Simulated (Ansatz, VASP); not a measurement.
**Two plane-wave programs on Al6H**

The input INCAR:

```
ALGO = Normal ; DIPOL = 0.5 0.5 0.302
EDIFF = 1E-7 ; ENCUT = 520
GGA = PE ; IDIPOL = 3
ISIF = 2 ; ISMEAR = 0
LASPH = True ; LCHARG = False
LDIPOL = True ; LREAL = False
LWAVE = False ; NBANDS = 32
NELM = 100 ; PREC = Accurate
SIGMA = 0.1
```

File KPOINTS:

```
k-points
0
Gamma
  6 6 1
```

The input POSCAR:

```
Al6H
1.0
    5.7143028096      0.0000000000      0.0000000000
   -2.8571514048      4.9487313980      0.0000000000
    0.0000000000      0.0000000000     22.6016424997
Al H
12 2
Direct
    0.3333333333      0.1666666667      0.1769782882
    0.3333333333      0.6666666667      0.1769782882
    0.8333333333      0.1666666667      0.1769782882
    0.8333333333      0.6666666667      0.1769782882
    0.1666666667      0.3333333333      0.2787817902
    0.1666666667      0.8333333333      0.2787817902
    0.6666666667      0.3333333333      0.2787817902
    0.6666666667      0.8333333333      0.2787817902
    0.0000000000      0.0000000000      0.3805759913
    0.0000000000      0.5000000000      0.3805759913
    0.5000000000      0.0000000000      0.3805759913
    0.5000000000      0.5000000000      0.3805759913
    0.2025212247      0.1666666667      0.4429608379
    0.4641454420      0.1666666667      0.4429608379
```

Input for Ansatz:

```yaml
crystal:
  lattice:
    - [5.7143028096, 0.0, 0.0]
    - [-2.8571514048, 4.948731398, 0.0]
    - [0.0, 0.0, 22.6016424997]
  atoms:
    - { symbol: Al, position: [0.3333333333, 0.1666666667, 0.1769782882] }
    - { symbol: Al, position: [0.3333333333, 0.6666666667, 0.1769782882] }
    - { symbol: Al, position: [0.8333333333, 0.1666666667, 0.1769782882] }
    - { symbol: Al, position: [0.8333333333, 0.6666666667, 0.1769782882] }
    - { symbol: Al, position: [0.1666666667, 0.3333333333, 0.2787817902] }
    - { symbol: Al, position: [0.1666666667, 0.8333333333, 0.2787817902] }
    - { symbol: Al, position: [0.6666666667, 0.3333333333, 0.2787817902] }
    - { symbol: Al, position: [0.6666666667, 0.8333333333, 0.2787817902] }
    - { symbol: Al, position: [0.0, 0.0, 0.3805759913] }
    - { symbol: Al, position: [0.0, 0.5, 0.3805759913] }
    - { symbol: Al, position: [0.5, 0.0, 0.3805759913] }
    - { symbol: Al, position: [0.5, 0.5, 0.3805759913] }
    - { symbol: H, position: [0.2025212247, 0.1666666667, 0.4429608379] }
    - { symbol: H, position: [0.464145442, 0.1666666667, 0.4429608379] }
basis:
  ecutwfc: 420
kpoints:
  mp_grid: { grid: [6, 6, 1] }
hamiltonian:
  xc: pbe
scf:
  occupations: { method: gaussian, width: 0.1 }
output:
  forces: true
  eigenvalues: true
efield:
  axis: 3
  dipole_correction: true
  ramp_width: 0.04
```

Alike in both runs: task single point; functional PBE; k mesh 6 × 6 × 1; occupations gaussian, width 0.1 eV; no spin polarisation.

|  | VASP | Ansatz |
| --- | --- | --- |
| version | VASP 6.6.1 | Ansatz 0.2.0 |
| potentials or method | VASP PAW PBE potentials, release 64 (Al, H), cutoff 520 eV | scalar-relativistic, plane waves, PAW |
| valence electrons in the cell | 38 | 38 |

|  | VASP | Ansatz | Ansatz less VASP |
| --- | --- | --- | --- |
| gap on the k mesh at the Fermi level (eV) | none | none | - |
| rms of the force components (eV/Å) | 0.220 | 0.220 | -0.0002 |

Atom by atom the forces differ by 0.001 eV/Å (rms over components). A gap of «none» marks a metal or a gap that the smearing closes.
